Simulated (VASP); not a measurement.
Set up this calculation in VASP 6.6.1, as the native input.

| Item | Value |
| --- | --- |
| Task | electric field gradients |
| Functional | LDA |
| Potentials or basis | VASP PAW LDA potentials, release 64 (W_sv) |
| Cutoff | 520 eV |
| k mesh | 14 × 14 × 14 |
| Occupations | fermi-dirac, width 0.05 eV |
| Spin | no spin polarisation |
| Dipole correction | no |
| Further INCAR settings | ALGO = Normal; EDIFF = 1e-08; NBANDS = 13 |

The structure of W lies in POSCAR:

```
W
1.0
    0.0000000000      2.0503000000      2.0300000000
    2.0503000000      0.0000000000      2.0300000000
    2.0503000000      2.0503000000      0.0000000000
W
1
Direct
    0.0000000000      0.0000000000      0.0000000000
```

This cell differs from its parent crystal: equal xx and yy strain of +1 %.

One way to write it, as run:

INCAR

```
SYSTEM = W
PREC = Accurate
ENCUT = 520
EDIFF = 1E-8
ISMEAR = -1
SIGMA = 0.05
LREAL = .False.
LASPH = .True.
NELM = 100
ALGO = Normal
ISIF = 2
LWAVE = .False.
LCHARG = .False.
LEFG = .True.
NBANDS = 13
```

KPOINTS

```
Automatic mesh
0
Gamma
  14 14 14
  0 0 0
```

Potentials or basis: VASP PAW LDA potentials, release 64 (W_sv).

Run with:

```bash
$ cat potpaw_LDA.64/W_sv/POTCAR > POTCAR
$ mpirun -np 1 vasp_std > vasp.out
```

Results of the run:

The pressure is -21.0 GPa and the band gap on the k mesh is zero (band 7 reaches 12.93 eV, above the bottom of band 8 at 9.32 eV).

Caveat: the cell differs from its parent crystal (equal xx and yy strain of +1 %); without QUAD_EFG the Cq values of the log hold for a quadrupole moment of 1 mb, not for the nuclei; spin-orbit coupling is left out, which moves the levels of the heavy elements.

Wall time 40 s on 1 thread of AMD EPYC 7R13 Processor (Zen 3), on a shared host, peak memory 0.14 GiB.
